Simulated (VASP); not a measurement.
# Si (Cm) in VASP: single point with LDA

Aim: the single point of Si with LDA.

All numbers are computed with VASP 6.6.1; they aren't measurements. Logs are shortened: lines on timing, memory, paths and dates and some standing lists are left out, and cuts for length are marked.

### Step 1. The cell of the first run

The structure is monoclinic, space group Cm (No. 8). The conventional cell has a = 5.217 Å, b = 9.036 Å, c = 4.942 Å, α = 90.00°, β = 90.00°, γ = 90.00°. Si (site symmetry m) has 8 Si at 2.43 to 2.66 Å within 3.2 Å. Within 3.2 Å of Si (site symmetry m) lie 8 Si at 2.43 to 2.61 Å. Within 3.3 Å of Si (site symmetry m) lie 8 Si at 2.47 to 2.66 Å. Within 3.3 Å of Si (site symmetry m) lie 8 Si at 2.47 to 2.61 Å. Within 3.3 Å of Si (site symmetry 1) lie 8 Si at 2.47 to 2.63 Å. Within 3.3 Å of Si (site symmetry 1) lie 8 Si at 2.47 to 2.61 Å.

### Step 2. Single point, LDA (atom 1 (Si) moved -0.067 Å towards its neighbour atom 4 (Si) at 3.593 Å)

Contents of INCAR:

```
PREC = Accurate
ENCUT = 520
EDIFF = 1E-6
ISMEAR = 0
SIGMA = 0.15
LREAL = False
LASPH = True
NELM = 60
ALGO = Fast
ISIF = 2
LWAVE = False
LCHARG = False
GGA = CA
NBANDS = 26
```

Contents of KPOINTS:

```
regular mesh
0
Gamma
  12 12 12
```

Contents of POSCAR:

```
Si
1.0
    0.0000000000      0.0000000000      4.9415225221
    2.6084913959     -4.5180396286      0.0000000000
    2.6084913958      4.5180396287      0.0000000000
Si
8
Direct
    0.0092822105      0.5092822105      0.0000000000
    0.5000000000      0.5000000000      0.0000000000
    0.0000000000      0.0000000000      0.0000000000
    0.5000000000      0.0000000000      0.0000000000
    0.0000000000      0.5000000000      0.5000000000
    0.5000000000      0.5000000000      0.5000000000
    0.0000000000      0.0000000000      0.5000000000
    0.5000000000      0.0000000000      0.5000000000
```

Potentials or basis: VASP PAW LDA potentials, release 64 (Si).

Command:

```console
cat potpaw_LDA.64/Si/POTCAR > POTCAR
mpirun -np 1 vasp_std > vasp.out
```

OUTCAR:

```text
PREC = Accurate
   ENCUT = 520
   EDIFF = 1E-6
   ISMEAR = 0
   LREAL = False
   LASPH = True
   NELM = 60
   ISIF = 2
   GGA = CA

 ion  position               nearest neighbor table
   1  0.009  0.509  0.000-   2 2.43   2 2.52   3 2.56   5 2.59   7 2.59   5 2.63   7 2.63   3 2.66

   2  0.500  0.500  0.000-   1 2.43   1 2.52   4 2.61   4 2.61   6 2.61   6 2.61   8 2.61   8 2.61

   3  0.000  0.000  0.000-   4 2.47   4 2.47   1 2.56   7 2.61   7 2.61   5 2.61   5 2.61   1 2.66

   4  0.500  0.000  0.000-   3 2.47   3 2.47   2 2.61   2 2.61   8 2.61   8 2.61   6 2.61   6 2.61

   5  0.000  0.500  0.500-   6 2.47   6 2.47   1 2.59   7 2.61   7 2.61   3 2.61   3 2.61   1 2.63

   6  0.500  0.500  0.500-   5 2.47   5 2.47   8 2.61   8 2.61   2 2.61   2 2.61   4 2.61   4 2.61

   7  0.000  0.000  0.500-   8 2.47   8 2.47   1 2.59   5 2.61   5 2.61   3 2.61   3 2.61   1 2.63

   8  0.500  0.000  0.500-   7 2.47   7 2.47   6 2.61   6 2.61   4 2.61   4 2.61   2 2.61   2 2.61

  LATTYP: Found a hexagonal cell.
 ALAT       =     5.2169827916
 C/A-ratio  =     0.9471993141

  Lattice vectors:

 A1 = (   2.6084913959,  -4.5180396286,   0.0000000000)
 A2 = (   2.6084913958,   4.5180396287,   0.0000000000)
 A3 = (   0.0000000000,   0.0000000000,   4.9415225221)

Analysis of symmetry for initial positions (statically):
=====================================================================
 Subroutine PRICEL returns:
 Original cell was already a primitive cell.

 Routine SETGRP: Setting up the symmetry group for a
 hexagonal supercell.

 Subroutine GETGRP returns: Found  2 space group operations
 (whereof  2 operations were pure point group operations)
 out of a pool of 24 trial point group operations.

The static configuration has the point symmetry C_1h.

Analysis of symmetry for dynamics (positions and initial velocities):
=====================================================================
 Subroutine PRICEL returns:
 Original cell was already a primitive cell.

 Routine SETGRP: Setting up the symmetry group for a
 hexagonal supercell.

 Subroutine GETGRP returns: Found  2 space group operations
 (whereof  2 operations were pure point group operations)
 out of a pool of 24 trial point group operations.

The dynamic configuration has the point symmetry C_1h.

 Subroutine INISYM returns: Found  2 space group operations
 (whereof  2 operations are pure point group operations),
 and found     1 'primitive' translations

----------------------------------------------------------------------------------------

                                     Primitive cell

  volume of cell :     116.4743

  direct lattice vectors                    reciprocal lattice vectors
     0.000000000  0.000000000  4.941522522     0.000000000  0.000000000  0.202366780
     2.608491396 -4.518039629  0.000000000     0.191681675 -0.110667467  0.000000000
     2.608491396  4.518039629  0.000000000     0.191681675  0.110667467  0.000000000

  length of vectors
     4.941522522  5.216982792  5.216982792     0.202366780  0.221334933  0.221334933

  position of ions in fractional coordinates (direct lattice)
     0.009282210  0.509282210  1.000000000
     0.500000000  0.500000000  1.000000000
     0.000000000  0.000000000  0.000000000
     0.500000000  0.000000000  0.000000000
     0.000000000  0.500000000  0.500000000
     0.500000000  0.500000000  0.500000000
     0.000000000  0.000000000  0.500000000
     0.500000000  0.000000000  0.500000000

  ion indices of the primitive-cell ions
   primitive index   ion index
                 1           1
                 2           2
                 3           3
                 4           4
                 5           5
                 6           6
                 7           7
                 8           8

----------------------------------------------------------------------------------------

 KPOINTS: regular mesh

Automatic generation of k-mesh.
 Grid dimensions read from file:
 generate k-points for:   12   12   12

 Generating k-lattice:

  Cartesian coordinates                     Fractional coordinates (reciprocal lattice)
     0.000000000  0.000000000  0.016863898     0.083333333  0.000000000  0.000000000
     0.015973473 -0.009222289  0.000000000     0.000000000  0.083333333 -0.000000000
     0.015973473  0.009222289  0.000000000     0.000000000  0.000000000  0.083333333

  Length of vectors
     0.016863898  0.018444578  0.018444578

  Shift w.r.t. Gamma in fractional coordinates (k-lattice)
     0.000000000  0.000000000  0.000000000

 Subroutine IBZKPT returns following result:
 ===========================================

 Found    476 irreducible k-points:

 Following reciprocal coordinates:
            Coordinates               Weight
  0.000000  0.000000  0.000000      1.000000
  0.083333  0.000000  0.000000      2.000000
  0.166667  0.000000  0.000000      2.000000
  0.250000  0.000000  0.000000      2.000000
  0.333333  0.000000  0.000000      2.000000
  0.416667  0.000000  0.000000      2.000000
[... 16 lines left out ...]
  0.416667 -0.000000  0.083333      4.000000
  0.416667 -0.083333  0.083333      4.000000
 [... further k-points ...]
   k-points           NKPTS =    476   k-points in BZ     NKDIM =    476   number of bands    NBANDS=     26
   number of dos      NEDOS =    301   number of ions     NIONS =      8
   total plane-waves  NPLWV =  64000
   dimension x,y,z NGX =    40 NGY =   40 NGZ =   40
   dimension x,y,z NGXF=    80 NGYF=   80 NGZF=   80
   ions per type =               8
   NGX,Y,Z   is equivalent  to a cutoff of  13.46, 12.75, 12.75 a.u.
   NGXF,Y,Z  is equivalent  to a cutoff of  26.91, 25.49, 25.49 a.u.
 SYSTEM =  unknown system
   PREC   = accura    normal or accurate (medium, high low for compatibility)
   ISTART =      0    job   : 0-new  1-cont  2-samecut
   ICHARG =      2    charge: 1-file 2-atom 10-const
   ISPIN  =      1    spin polarized calculation?
   LNONCOLLINEAR =      F non collinear calculations
   LSORBIT =      F    spin-orbit coupling
   LASPH  =      T    aspherical Exc in radial PAW
   ENCUT  =  520.0 eV  38.22 Ry    6.18 a.u.   9.19  9.70  9.70*2*pi/ulx,y,z
   NELM   =     60;   NELMIN=  2; NELMDL= -5     # of ELM steps
   EDIFF  = 0.1E-05   stopping-criterion for ELM
   LREAL  =      F    real-space projection
   EDIFFG = 0.1E-04   stopping-criterion for IOM
   NSW    =      0    number of steps for IOM
   IBRION =     -1    ionic relax: 0-MD 1-quasi-New 2-CG
   NFREE  =      0    steps in history (QN), initial steepest desc. (CG)
   ISIF   =      2    stress and relaxation
   ISYM   =      2    0-nonsym 1-usesym 2-fastsym
   POTIM  = 0.5000    time-step for ionic-motion
   TEBEG  =    0.0;   TEEND  =   0.0 temperature during run
   PSTRESS=    0.0 pullay stress
   NELECT =      32.0000    total number of electrons
   NUPDOWN=      -1.0000    fix difference up-down
   EMIN   =  10.00;   EMAX   =-10.00  energy-range for DOS
   EFERMI =   0.00;   METHOD = LEGACY
   ISMEAR =     0;   SIGMA  =   0.15  broadening in eV -4-tet -1-fermi 0-gaus
   EFERMI_NEDOS =   21; number of points for ismear=-14 and -15
   IALGO  =     68    algorithm
   IMIX   =      4    mixing-type and parameters
     AMIX     =   0.40;   BMIX     =  1.00
     AMIX_MAG =   1.60;   BMIX_MAG =  1.00
  volume/ion in A,a.u.               =      14.56        98.25
  Fermi-wavevector in a.u.,A,eV,Ry     =   1.064261  2.011161 15.410654  1.132651
  Thomas-Fermi vector in A             =   2.199773
   LORBIT       =      0    0 simple, 1 ext, 2 COOP (PROOUT), +10 PAW based schemes
   GGA     = CA    functional components
   LHFCALC =     F    Hartree Fock is set to
   AEXX    =    0.0000 exact exchange contribution
   IVDW    =     0    specifies the selected vdW correction
   LEPSILON=     F    determine dielectric tensor
   LRPA    =     F    only Hartree local field effects (RPA)
 non-spin polarized calculation
 RMM-DIIS sequential band-by-band and
 Gauss-broadening in eV      SIGMA  =   0.15
  energy-cutoff  :      520.00
  volume of cell :      116.47
 maximum number of plane-waves:      3187
 NGX is ok and might be reduce to    40
   NGX = 19   NGY = 19   NGZ = 19

 number of electron      32.0000001 magnetization

 Free energy of the ion-electron system (eV)
  ---------------------------------------------------
  ext. energy  EPLUGINS =         0.00000000
  ---------------------------------------------------
  free energy    TOTEN  =       -45.89694955 eV

  energy without entropy =      -45.86131132  energy(sigma->0) =      -45.87913043

 E-fermi :   9.7802     XC(G=0): -11.1785

 val. band max:        9.7799737104   @ k =   0.1667  -0.0833   0.2500
 cond. band min:       9.7852109140   @ k =   0.1667   0.2500   0.4167
 fundamental gap:      0.0052372036
 Fermi energy:         9.7801590381

 k-point     1 :       0.0000    0.0000    0.0000
  band No.  band energies     occupation
      1      -4.4079      2.00000
      2       0.4245      2.00000
      3       2.1366      2.00000
      4       2.1591      2.00000
      5       2.1592      2.00000
      6       2.5357      2.00000
[... 18 lines left out ...]
     25      16.3496      0.00000
     26      16.3542      0.00000

 k-point     2 :       0.0833    0.0000    0.0000
  band No.  band energies     occupation
      1      -4.3675      2.00000
      2       0.0931      2.00000
      3       2.1878      2.00000
      4       2.1993      2.00000
      5       2.2000      2.00000
      6       2.9178      2.00000
[... 18 lines left out ...]
     25      15.8374      0.00000
     26      16.3270      0.00000

 k-point     3 :       0.1667    0.0000    0.0000
  band No.  band energies     occupation
      1      -4.2466      2.00000
      2      -0.5528      2.00000
      3       2.3125      2.00000
      4       2.3197      2.00000
      5       2.3212      2.00000
      6       3.0826      2.00000
[... 18 lines left out ...]
     25      15.1069      0.00000
     26      16.2298      0.00000

 k-point     4 :       0.2500    0.0000    0.0000
  band No.  band energies     occupation
      1      -4.0455      2.00000
      2      -1.2336      2.00000
      3       2.5133      2.00000
      4       2.5199      2.00000
      5       2.5218      2.00000
      6       3.2658      2.00000
[... 18 lines left out ...]
     25      15.2749      0.00000
     26      15.9921      0.00000

 k-point     5 :       0.3333    0.0000    0.0000
  band No.  band energies     occupation
      1      -3.7648      2.00000
      2      -1.8755      2.00000
      3       2.7917      2.00000
      4       2.7994      2.00000
      5       2.8012      2.00000
      6       3.5203      2.00000
[... 18 lines left out ...]
     25      15.5139      0.00000
     26      15.5321      0.00000

 k-point     6 :       0.4167    0.0000    0.0000
  band No.  band energies     occupation
      1      -3.4061      2.00000
      2      -2.4558      2.00000
      3       3.1449      2.00000
      4       3.1572      2.00000
      5       3.1584      2.00000
      6       3.8406      2.00000
[... 427 lines left out ...]
 k-point    21 :       0.3333   -0.0833    0.0833
  band No.  band energies     occupation
      1      -3.7158      2.00000
      2      -1.8271      2.00000
      3       2.0180      2.00000
      4       2.5293      2.00000
      5       2.5464      2.00000
      6       3.8495      2.00000
[... 18 lines left out ...]
     25      15.4015      0.00000
     26      15.5473      0.00000

 k-point    22 :       0.4167    0.0833    0.0000
  band No.  band energies     occupation
      1      -3.3573      2.00000
      2      -2.4070      2.00000
      3       2.3668      2.00000
      4       2.8755      2.00000
      5       2.8948      2.00000
      6       3.3012      2.00000
[... 18 lines left out ...]
     25      15.7357      0.00000
     26      15.8773      0.00000

 k-point    23 :       0.4167   -0.0000    0.0833
  band No.  band energies     occupation
      1      -3.3572      2.00000
      2      -2.4071      2.00000
      3       2.3633      2.00000
      4       2.8716      2.00000
      5       2.9057      2.00000
      6       3.2954      2.00000
[... 18 lines left out ...]
     25      15.6472      0.00000
     26      15.8570      0.00000

 k-point    24 :       0.4167   -0.0833    0.0833
  band No.  band energies     occupation
      1      -3.3572      2.00000
      2      -2.4072      2.00000
      3       2.3664      2.00000
      4       2.8794      2.00000
      5       2.8966      2.00000
      6       3.2932      2.00000
[... 18 lines left out ...]
     25      15.6462      0.00000
     26      15.8978      0.00000

 [... further k-points ...]

------------------------ aborting loop because EDIFF is reached ----------------------------------------

  FORCE on cell =-STRESS in cart. coord.  units (eV):
  Direction    XX          YY          ZZ          XY          YZ          ZX
  --------------------------------------------------------------------------------------
  -------------------------------------------------------------------------------------
  Total        0.7021770      0.7128591     -1.0037169     -0.0092510      0.0013357     -0.0007712
  in kB        9.6588840      9.8058236    -13.8067544     -0.1272534      0.0183732     -0.0106078
  external PRESSURE =       1.8859844 kB  Pullay stress =       0.0000000 kB

 VOLUME and BASIS-vectors are now :
 -----------------------------------------------------------------------------
  energy-cutoff  :      520.00
  volume of cell :      116.47
      direct lattice vectors                 reciprocal lattice vectors
     0.000000000  0.000000000  4.941522522     0.000000000  0.000000000  0.202366780
     2.608491396 -4.518039629  0.000000000     0.191681675 -0.110667467  0.000000000
     2.608491396  4.518039629  0.000000000     0.191681675  0.110667467  0.000000000

 POSITION                                       TOTAL-FORCE (eV/Angst)
 -----------------------------------------------------------------------------------
      1.32846     -2.30096      0.04587        -0.082561      0.143000     -0.300013
      1.30425     -2.25902      2.47076        -0.018850      0.032648      0.230807
      0.00000      0.00000      0.00000         0.066679     -0.115491     -0.002238
      0.00000      0.00000      2.47076         0.014866     -0.025748      0.025233
      2.60849      0.00000      0.00000        -0.068747     -0.036371     -0.002097
      2.60849      0.00000      2.47076         0.007860     -0.021723      0.025202
      1.30425      2.25902      0.00000         0.065872      0.041352     -0.002097
      1.30425      2.25902      2.47076         0.014882     -0.017669      0.025202
 -----------------------------------------------------------------------------------
    total drift:                               -0.000001      0.000002      0.000008

  FREE ENERGIE OF THE ION-ELECTRON SYSTEM (eV)
  ---------------------------------------------------
  free  energy   TOTEN  =       -45.8969495494 eV

  energy  without entropy=      -45.8613113153  energy(sigma->0) =      -45.87913043
```

It took 22 min on 1 thread of Oxide Virtual Turin-like, shared host; peak memory 0.88 GiB.

Results:

```
Free energy            : -45.8969 eV
Pressure               : 0.2 GPa
Largest force          : 0.342 eV/Å
Band gap on the k mesh : zero (bands 16 and 17 overlap by 3.51 eV)
```

Forces in eV/Å, atoms in the order of the input:
```
Si  -0.083  0.143 -0.300
Si  -0.019  0.033  0.231
Si   0.067 -0.115 -0.002
Si   0.015 -0.026  0.025
Si  -0.069 -0.036 -0.002
Si   0.008 -0.022  0.025
Si   0.066  0.041 -0.002
Si   0.015 -0.018  0.025
```

Stress tensor (GPa, compression positive):
```
 0.97 -0.01  0.00
-0.01  0.98  0.00
 0.00  0.00 -1.38
```

Levels at points of the mesh, in eV from the Fermi level:
```csv
k point,band 12,band 13,band 14,band 15,band 16,band 17,band 18,band 19,band 20,band 21
"(0.00, 0.00, 0.00)",-3.03,-2.10,-2.10,-2.10,-1.97,-1.97,-1.96,1.44,1.44,1.44
"(0.50, 0.00, 0.00)",-5.54,-5.49,-5.49,-1.29,-1.22,3.88,4.02,4.02,4.04,4.04
"(0.00, 0.50, 0.00)",-2.65,-2.51,-2.49,-1.82,-1.79,0.96,1.02,1.82,1.86,3.11
"(0.00, 0.00, 0.50)",-2.64,-2.52,-2.49,-1.85,-1.77,0.99,0.99,1.80,1.88,3.10
"(0.50, 0.50, 0.00)",-1.32,-0.60,-0.55,-0.53,-0.48,-0.12,-0.05,-0.01,0.07,2.97
"(0.50, 0.00, 0.50)",-1.32,-0.63,-0.54,-0.54,-0.46,-0.11,-0.04,-0.01,0.05,2.99
```

Caveat: the cell differs from its parent crystal (atom 1 (Si) moved -0.067 Å towards its neighbour atom 4 (Si) at 3.593 Å).
